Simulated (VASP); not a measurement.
# Y3BO4 (Pm-3m) in VASP: a series of runs

Runs on Y3BO4. Level: PBE. Tasks: single point.

Everything below comes from runs of VASP 6.6.1. Logs are shortened: lines on timing, memory, paths and dates and some standing lists are left out, and cuts for length are marked.

## Step 1: The cell of the first run

Symmetry: Pm-3m, No. 221, cubic system. The conventional cell has a = 5.185 Å, b = 5.185 Å, c = 5.185 Å, α = 90.00°, β = 90.00°, γ = 90.00°. Y (site symmetry 4/mmm) has 2 B at 2.59 Å and 4 O at 2.59 Å within 3.4 Å. B (site symmetry m-3m) has 6 Y at 2.59 Å within 3.4 Å. O (site symmetry m-3m) has 6 O at 2.59 Å within 3.4 Å. Within 3.4 Å of O (site symmetry 4/mmm) lie 4 Y at 2.59 Å and 2 O at 2.59 Å.

The cell was built from a structure type or drawn by symmetry, and may not be a known phase.

## Step 2: Single point, PBE

INCAR

```
SYSTEM = Y3BO4
  ALGO = Normal
  EDIFF = 1E-7
  ENCUT = 520
  GGA = PE
  ISIF = 2
  ISMEAR = 0
  LASPH = .TRUE.
  LCHARG = .FALSE.
  LREAL = .FALSE.
  LWAVE = .FALSE.
  NBANDS = 40
  NELM = 100
  PREC = Accurate
  SIGMA = 0.1
```

KPOINTS

```
k-points
0
G
  4 4 4
  0 0 0
```

POSCAR

```
Y3BO4
1.0
    5.1854003500      0.0000000000      0.0000000000
    0.0000000000      5.1854003500      0.0000000000
    0.0000000000      0.0000000000      5.1854003500
Y B O
3 1 4
Direct
    0.5000000000      0.0000000000      0.0000000000
    0.0000000000      0.5000000000      0.0000000000
    0.0000000000      0.0000000000      0.5000000000
    0.0000000000      0.0000000000      0.0000000000
    0.5000000000      0.5000000000      0.5000000000
    0.0000000000      0.5000000000      0.5000000000
    0.5000000000      0.0000000000      0.5000000000
    0.5000000000      0.5000000000      0.0000000000
```

Potentials or basis: VASP PAW PBE potentials, release 64 (Y_sv, B, O).

On the command line:

```
$ cat potpaw_PBE.64/Y_sv/POTCAR potpaw_PBE.64/B/POTCAR potpaw_PBE.64/O/POTCAR > POTCAR
$ mpirun -np 1 vasp_std > vasp.out
```

OUTCAR:

```text
SYSTEM = Y3BO4
   EDIFF = 1E-7
   ENCUT = 520
   GGA = PE
   ISIF = 2
   ISMEAR = 0
   LASPH = .TRUE.
   LREAL = .FALSE.
   NELM = 100
   PREC = Accurate

 ion  position               nearest neighbor table
   1  0.500  0.000  0.000-   4 2.59   7 2.59   8 2.59   7 2.59   8 2.59   4 2.59   3 3.67   2 3.67
                             2 3.67   2 3.67   3 3.67   3 3.67   3 3.67   2 3.67
   2  0.000  0.500  0.000-   4 2.59   6 2.59   8 2.59   6 2.59   4 2.59   8 2.59   3 3.67   1 3.67
                             3 3.67   1 3.67   3 3.67   1 3.67   3 3.67   1 3.67
   3  0.000  0.000  0.500-   4 2.59   6 2.59   7 2.59   4 2.59   6 2.59   7 2.59   2 3.67   2 3.67
                             2 3.67   1 3.67   2 3.67   1 3.67   1 3.67   1 3.67
   4  0.000  0.000  0.000-   1 2.59   2 2.59   3 2.59   3 2.59   2 2.59   1 2.59
   5  0.500  0.500  0.500-
   6  0.000  0.500  0.500-   2 2.59   3 2.59   2 2.59   3 2.59
   7  0.500  0.000  0.500-   1 2.59   3 2.59   1 2.59   3 2.59
   8  0.500  0.500  0.000-   1 2.59   2 2.59   1 2.59   2 2.59

  LATTYP: Found a simple cubic cell.
 ALAT       =     5.1854003500

  Lattice vectors:

 A1 = (   5.1854003500,   0.0000000000,   0.0000000000)
 A2 = (   0.0000000000,   5.1854003500,   0.0000000000)
 A3 = (   0.0000000000,   0.0000000000,   5.1854003500)

Analysis of symmetry for initial positions (statically):
=====================================================================
 Subroutine PRICEL returns:
 Original cell was already a primitive cell.

 Routine SETGRP: Setting up the symmetry group for a
 simple cubic supercell.

 Subroutine GETGRP returns: Found 48 space group operations
 (whereof 48 operations were pure point group operations)
 out of a pool of 48 trial point group operations.

The static configuration has the point symmetry O_h .

Analysis of symmetry for dynamics (positions and initial velocities):
=====================================================================
 Subroutine PRICEL returns:
 Original cell was already a primitive cell.

 Routine SETGRP: Setting up the symmetry group for a
 simple cubic supercell.

 Subroutine GETGRP returns: Found 48 space group operations
 (whereof 48 operations were pure point group operations)
 out of a pool of 48 trial point group operations.

The dynamic configuration has the point symmetry O_h .

 Subroutine INISYM returns: Found 48 space group operations
 (whereof 48 operations are pure point group operations),
 and found     1 'primitive' translations

----------------------------------------------------------------------------------------

                                     Primitive cell

  volume of cell :     139.4270

  direct lattice vectors                    reciprocal lattice vectors
     5.185400350  0.000000000  0.000000000     0.192849140  0.000000000  0.000000000
     0.000000000  5.185400350  0.000000000     0.000000000  0.192849140  0.000000000
     0.000000000  0.000000000  5.185400350     0.000000000  0.000000000  0.192849140

  length of vectors
     5.185400350  5.185400350  5.185400350     0.192849140  0.192849140  0.192849140

  position of ions in fractional coordinates (direct lattice)
     0.500000000  0.000000000  0.000000000
     0.000000000  0.500000000  0.000000000
     0.000000000  0.000000000  0.500000000
     0.000000000  0.000000000  0.000000000
     0.500000000  0.500000000  0.500000000
     0.000000000  0.500000000  0.500000000
     0.500000000  0.000000000  0.500000000
     0.500000000  0.500000000  0.000000000

  ion indices of the primitive-cell ions
   primitive index   ion index
                 1           1
                 2           2
                 3           3
                 4           4
                 5           5
                 6           6
                 7           7
                 8           8

----------------------------------------------------------------------------------------

 KPOINTS: k-points

Automatic generation of k-mesh.
 Grid dimensions read from file:
 generate k-points for:    4    4    4

 Generating k-lattice:

  Cartesian coordinates                     Fractional coordinates (reciprocal lattice)
     0.048212285  0.000000000  0.000000000     0.250000000  0.000000000  0.000000000
     0.000000000  0.048212285  0.000000000     0.000000000  0.250000000  0.000000000
     0.000000000  0.000000000  0.048212285     0.000000000  0.000000000  0.250000000

  Length of vectors
     0.048212285  0.048212285  0.048212285

  Shift w.r.t. Gamma in fractional coordinates (k-lattice)
     0.000000000  0.000000000  0.000000000

 Subroutine IBZKPT returns following result:
 ===========================================

 Found     10 irreducible k-points:

 Following reciprocal coordinates:
            Coordinates               Weight
  0.000000  0.000000  0.000000      1.000000
  0.250000  0.000000  0.000000      6.000000
  0.500000  0.000000  0.000000      3.000000
  0.250000  0.250000  0.000000     12.000000
  0.500000  0.250000  0.000000     12.000000
  0.500000  0.500000  0.000000      3.000000
  0.250000  0.250000  0.250000      8.000000
  0.500000  0.250000  0.250000     12.000000
  0.500000  0.500000  0.250000      6.000000
  0.500000  0.500000  0.500000      1.000000
   k-points           NKPTS =     10   k-points in BZ     NKDIM =     10   number of bands    NBANDS=     40
   number of dos      NEDOS =    301   number of ions     NIONS =      8
   total plane-waves  NPLWV =  64000
   dimension x,y,z NGX =    40 NGY =   40 NGZ =   40
   dimension x,y,z NGXF=    80 NGYF=   80 NGZF=   80
   ions per type =               3   1   4
   NGX,Y,Z   is equivalent  to a cutoff of  12.82, 12.82, 12.82 a.u.
   NGXF,Y,Z  is equivalent  to a cutoff of  25.65, 25.65, 25.65 a.u.
 SYSTEM =  Y3BO4
   PREC   = accura    normal or accurate (medium, high low for compatibility)
   ISTART =      0    job   : 0-new  1-cont  2-samecut
   ICHARG =      2    charge: 1-file 2-atom 10-const
   ISPIN  =      1    spin polarized calculation?
   LNONCOLLINEAR =      F non collinear calculations
   LSORBIT =      F    spin-orbit coupling
   LASPH  =      T    aspherical Exc in radial PAW
   ENCUT  =  520.0 eV  38.22 Ry    6.18 a.u.   9.64  9.64  9.64*2*pi/ulx,y,z
   NELM   =    100;   NELMIN=  2; NELMDL= -5     # of ELM steps
   EDIFF  = 0.1E-06   stopping-criterion for ELM
   LREAL  =      F    real-space projection
   EDIFFG = 0.1E-05   stopping-criterion for IOM
   NSW    =      0    number of steps for IOM
   IBRION =     -1    ionic relax: 0-MD 1-quasi-New 2-CG
   NFREE  =      0    steps in history (QN), initial steepest desc. (CG)
   ISIF   =      2    stress and relaxation
   ISYM   =      2    0-nonsym 1-usesym 2-fastsym
   POTIM  = 0.5000    time-step for ionic-motion
   TEBEG  =    0.0;   TEEND  =   0.0 temperature during run
   PSTRESS=    0.0 pullay stress
   NELECT =      60.0000    total number of electrons
   NUPDOWN=      -1.0000    fix difference up-down
   EMIN   =  10.00;   EMAX   =-10.00  energy-range for DOS
   EFERMI =   0.00;   METHOD = LEGACY
   ISMEAR =     0;   SIGMA  =   0.10  broadening in eV -4-tet -1-fermi 0-gaus
   EFERMI_NEDOS =   21; number of points for ismear=-14 and -15
   IALGO  =     38    algorithm
   IMIX   =      4    mixing-type and parameters
     AMIX     =   0.40;   BMIX     =  1.00
     AMIX_MAG =   1.60;   BMIX_MAG =  1.00
  volume/ion in A,a.u.               =      17.43       117.61
  Fermi-wavevector in a.u.,A,eV,Ry     =   1.235975  2.335654 20.784719  1.527634
  Thomas-Fermi vector in A             =   2.370602
   LORBIT       =      0    0 simple, 1 ext, 2 COOP (PROOUT), +10 PAW based schemes
   GGA     = PE    functional components
   LHFCALC =     F    Hartree Fock is set to
   AEXX    =    0.0000 exact exchange contribution
   IVDW    =     0    specifies the selected vdW correction
   LEPSILON=     F    determine dielectric tensor
   LRPA    =     F    only Hartree local field effects (RPA)
 non-spin polarized calculation
 Gauss-broadening in eV      SIGMA  =   0.10
  energy-cutoff  :      520.00
  volume of cell :      139.43
 maximum number of plane-waves:      3840
 NGX is ok and might be reduce to    40
   NGX = 19   NGY = 19   NGZ = 19

 number of electron      60.0000012 magnetization

 Free energy of the ion-electron system (eV)
  ---------------------------------------------------
  ext. energy  EPLUGINS =         0.00000000
  ---------------------------------------------------
  free energy    TOTEN  =       -55.35708418 eV

  energy without entropy =      -55.28823166  energy(sigma->0) =      -55.32265792

 E-fermi :   1.7998     XC(G=0):  -9.7781

 val. band max:        1.7885435401   @ k =   0.5000   0.2500   0.0000
 cond. band min:       1.8093242389   @ k =   0.5000   0.2500   0.2500
 fundamental gap:      0.0207806989
 Fermi energy:         1.7997789226

 k-point     1 :       0.0000    0.0000    0.0000
  band No.  band energies     occupation
      1     -40.1888      2.00000
      2     -40.1383      2.00000
      3     -40.1383      2.00000
      4     -20.2876      2.00000
      5     -20.2876      2.00000
      6     -20.2876      2.00000
[... 32 lines left out ...]
     39       5.9307      0.00000
     40       5.9307      0.00000

 k-point     2 :       0.2500    0.0000    0.0000
  band No.  band energies     occupation
      1     -40.1823      2.00000
      2     -40.1447      2.00000
      3     -40.1381      2.00000
      4     -20.2629      2.00000
      5     -20.2629      2.00000
      6     -20.2615      2.00000
[... 333 lines left out ...]
     39       6.7085      0.00000
     40       6.8347      0.00000

 k-point    10 :       0.5000    0.5000    0.5000
  band No.  band energies     occupation
      1     -40.1546      2.00000
      2     -40.1546      2.00000
      3     -40.1546      2.00000
      4     -20.4380      2.00000
      5     -20.3595      2.00000
      6     -20.3595      2.00000
[... 32 lines left out ...]
     39       6.8228      0.00000
     40       7.0583      0.00000

------------------------ aborting loop because EDIFF is reached ----------------------------------------

  FORCE on cell =-STRESS in cart. coord.  units (eV):
  Direction    XX          YY          ZZ          XY          YZ          ZX
  --------------------------------------------------------------------------------------
  -------------------------------------------------------------------------------------
  Total      -12.4472709    -12.4472709    -12.4472709      0.0000000     -0.0000000      0.0000000
  in kB     -143.0335258   -143.0335258   -143.0335258      0.0000000     -0.0000000      0.0000000
  external PRESSURE =    -143.0335258 kB  Pullay stress =       0.0000000 kB

 VOLUME and BASIS-vectors are now :
 -----------------------------------------------------------------------------
  energy-cutoff  :      520.00
  volume of cell :      139.43
      direct lattice vectors                 reciprocal lattice vectors
     5.185400350  0.000000000  0.000000000     0.192849140  0.000000000  0.000000000
     0.000000000  5.185400350  0.000000000     0.000000000  0.192849140  0.000000000
     0.000000000  0.000000000  5.185400350     0.000000000  0.000000000  0.192849140

 POSITION                                       TOTAL-FORCE (eV/Angst)
 -----------------------------------------------------------------------------------
      2.59270      0.00000      0.00000         0.000000      0.000000      0.000000
      0.00000      2.59270      0.00000         0.000000      0.000000      0.000000
      0.00000      0.00000      2.59270         0.000000      0.000000      0.000000
      0.00000      0.00000      0.00000         0.000000      0.000000      0.000000
      2.59270      2.59270      2.59270         0.000000      0.000000      0.000000
      0.00000      2.59270      2.59270         0.000000      0.000000      0.000000
      2.59270      0.00000      2.59270         0.000000      0.000000      0.000000
      2.59270      2.59270      0.00000         0.000000      0.000000      0.000000
 -----------------------------------------------------------------------------------
    total drift:                                0.000000      0.000000     -0.000000

  FREE ENERGIE OF THE ION-ELECTRON SYSTEM (eV)
  ---------------------------------------------------
  free  energy   TOTEN  =       -55.3570841754 eV

  energy  without entropy=      -55.2882316596  energy(sigma->0) =      -55.32265792
```

Wall time 85 s (1 thread of Intel Xeon Platinum 8259CL at 2.50GHz (Skylake/Cascade Lake), shared host); peak memory 0.27 GiB.

What came out:

- Free energy: -55.3571 eV
- Pressure: -14.3 GPa
- Band gap on the k mesh: zero (bands 30 and 31 overlap by 2.11 eV)

Caveat: the cell stands under tension.

## Step 3: Single point, PBE, collinear spin, ferromagnetic start

This run uses another cell than the first one, of 14.77 Å³/atom.

INCAR

```
SYSTEM = Y3BO4
  PREC = Accurate
  ENCUT = 520
  EDIFF = 1E-6
  ISMEAR = 0
  SIGMA = 0.1
  LREAL = .FALSE.
  LASPH = .TRUE.
  NELM = 150
  ALGO = Normal
  ISIF = 2
  LWAVE = .FALSE.
  LCHARG = .FALSE.
  ISPIN = 2
  MAGMOM = 0 0 0 0 1 1 1 1
  LORBIT = 11
  LMAXMIX = 4
  GGA = PE
  NBANDS = 44
```

KPOINTS

```
Automatic mesh
0
G
  4 4 4
  0 0 0
```

Edit POSCAR of step 2 so:

```diff
@@ -2,5 +2,5 @@
 1.0
-    5.1854003500      0.0000000000      0.0000000000
-    0.0000000000      5.1854003500      0.0000000000
-    0.0000000000      0.0000000000      5.1854003500
+    4.9072081587      0.0000000000      0.0000000000
+    0.0000000000      4.9072081587      0.0000000000
+    0.0000000000      0.0000000000      4.9072081587
 Y B O
```

Potentials or basis: VASP PAW PBE potentials, release 64 (Y_sv, B, O).

On the command line:

```
$ cat potpaw_PBE.64/Y_sv/POTCAR potpaw_PBE.64/B/POTCAR potpaw_PBE.64/O/POTCAR > POTCAR
$ mpirun -np 1 vasp_std > vasp.out
```

Wall time 2 min (1 thread of Intel Xeon Platinum 8259CL at 2.50GHz (Skylake/Cascade Lake), shared host); peak memory 0.29 GiB.

It converged, with:

```yaml
Free_energy: -56.9470 eV
Pressure: -0.1 GPa
Net_moment: 2.49 μB per cell
Site_moments: Y -0.02; B -0.00; O +1.44, +0.26 (each value once) μB
Valence_electrons_inside_the_program's_atomic_spheres: Y 9.70; B 1.90; O 4.63, 4.92 (each value once)
```

Levels at points of the mesh, in eV from the Fermi level:
Spin up:
```
           k point  band 29  band 30  band 31  band 32  band 33  band 34
(0.00, 0.00, 0.00)    -0.20     0.91     0.91     0.91     1.84     1.84
(0.50, 0.00, 0.00)    -0.27    -0.27     0.63     0.63     1.21     3.48
(0.50, 0.50, 0.00)    -1.37    -1.37    -0.34    -0.20     3.87     3.87
(0.50, 0.50, 0.50)    -1.61    -1.55    -1.55    -1.55     4.68     5.66
```
Spin down:
```tsv
k point	band 25	band 26	band 27	band 28	band 29	band 30	band 31	band 32
(0.00, 0.00, 0.00)	-1.46	-1.46	0.89	0.89	0.89	1.79	1.79	1.79
(0.50, 0.00, 0.00)	-1.70	-1.30	-0.75	0.08	0.64	0.64	1.19	1.82
(0.50, 0.50, 0.00)	-1.61	-1.35	-1.35	-0.59	-0.21	-0.04	-0.04	1.78
(0.50, 0.50, 0.50)	-1.51	-1.51	-1.51	-0.77	-0.77	-0.22	-0.22	-0.22
```

## Step 4: Single point, PBE, collinear spin, ferromagnetic start

INCAR

```
SYSTEM = Y3BO4
PREC = Accurate
ENCUT = 520
EDIFF = 1E-6
ISMEAR = 0
SIGMA = 0.1
LREAL = .FALSE.
LASPH = .TRUE.
NELM = 150
ALGO = Normal
ISIF = 2
LWAVE = .FALSE.
LCHARG = .FALSE.
ISPIN = 2
MAGMOM = 0 0 0 0 1 1 1 1
LORBIT = 11
LMAXMIX = 4
GGA = PE
NBANDS = 44
```

KPOINTS

```
regular mesh
0
G
  4 4 4
  0 0 0
```

Edit POSCAR of step 3 so:

```diff
@@ -2,5 +2,5 @@
 1.0
-    4.9072081587      0.0000000000      0.0000000000
-    0.0000000000      4.9072081587      0.0000000000
-    0.0000000000      0.0000000000      4.9072081587
+    5.1854003500      0.0000000000      0.0000000000
+    0.0000000000      5.1854003500      0.0000000000
+    0.0000000000      0.0000000000      5.1854003500
 Y B O
```

On the command line:

```
$ cat potpaw_PBE.64/Y_sv/POTCAR potpaw_PBE.64/B/POTCAR potpaw_PBE.64/O/POTCAR > POTCAR
$ mpirun -np 1 vasp_std > vasp.out
```

Wall time 3.2 min (1 thread of Intel Xeon Platinum 8259CL at 2.50GHz (Skylake/Cascade Lake), shared host); peak memory 0.35 GiB.

Results (log left out):

```
Free energy                                           : -55.9329 eV
Pressure                                              : -13.4 GPa
Net moment                                            : 2.53 μB per cell
Site moments                                          : Y -0.03; B -0.00; O +1.46, +0.27 (each value once) μB
Valence electrons inside the program's atomic spheres : Y 9.33; B 1.76; O 4.60, 4.86 (each value once)
```

Levels at points of the mesh, in eV from the Fermi level:
Spin up:
| k point | band 28 | band 29 | band 30 | band 31 | band 32 | band 33 | band 34 | band 35 |
| --- | --- | --- | --- | --- | --- | --- | --- | --- |
| (0.00, 0.00, 0.00) | -0.45 | -0.45 | 1.10 | 1.10 | 1.10 | 1.50 | 1.50 | 1.50 |
| (0.50, 0.00, 0.00) | -0.93 | -0.51 | -0.51 | 0.51 | 0.51 | 1.34 | 3.18 | 3.18 |
| (0.50, 0.50, 0.00) | -1.26 | -1.12 | -1.12 | -0.57 | -0.20 | 3.50 | 3.50 | 3.86 |
| (0.50, 0.50, 0.50) | -1.35 | -1.35 | -1.22 | -1.22 | -1.22 | 4.08 | 4.89 | 4.89 |
Spin down:
| k point | band 24 | band 25 | band 26 | band 27 | band 28 | band 29 | band 30 | band 31 | band 32 | band 33 |
| --- | --- | --- | --- | --- | --- | --- | --- | --- | --- | --- |
| (0.00, 0.00, 0.00) | -1.23 | -1.23 | -1.23 | 1.07 | 1.07 | 1.07 | 1.45 | 1.45 | 1.45 | 1.60 |
| (0.50, 0.00, 0.00) | -1.44 | -1.44 | -1.16 | -0.52 | 0.07 | 0.51 | 0.51 | 1.31 | 1.51 | 1.51 |
| (0.50, 0.50, 0.00) | -1.81 | -1.26 | -1.10 | -1.10 | -0.35 | -0.22 | -0.01 | -0.01 | 1.48 | 3.51 |
| (0.50, 0.50, 0.50) | -1.83 | -1.18 | -1.18 | -1.18 | -0.48 | -0.48 | -0.15 | -0.15 | -0.15 | 4.37 |

Caveat: the cell stands under tension.

## Step 5: Overview

| spin | cell | gap on the mesh (eV) | pressure (GPa) | moment (μB) |
| --- | --- | --- | --- | --- |
| off | a = 5.185 Å, 8 atoms | none | -14.3 | - |
| collinear, ferromagnetic start | a = 4.907 Å, 8 atoms | none | -0.1 | 2.49 |
| collinear, ferromagnetic start | a = 5.185 Å, 8 atoms | none | -13.4 | 2.53 |

Alike in all rows: task single point; level PBE; potentials or basis VASP PAW PBE potentials, release 64 (Y_sv, B, O); k mesh 4 × 4 × 4; cutoff (eV) 520; smearing gaussian 0.1 eV.

Caveats: the cell stands under tension (at least some runs).

Absolute energies hang on the potentials; compare differences alone.
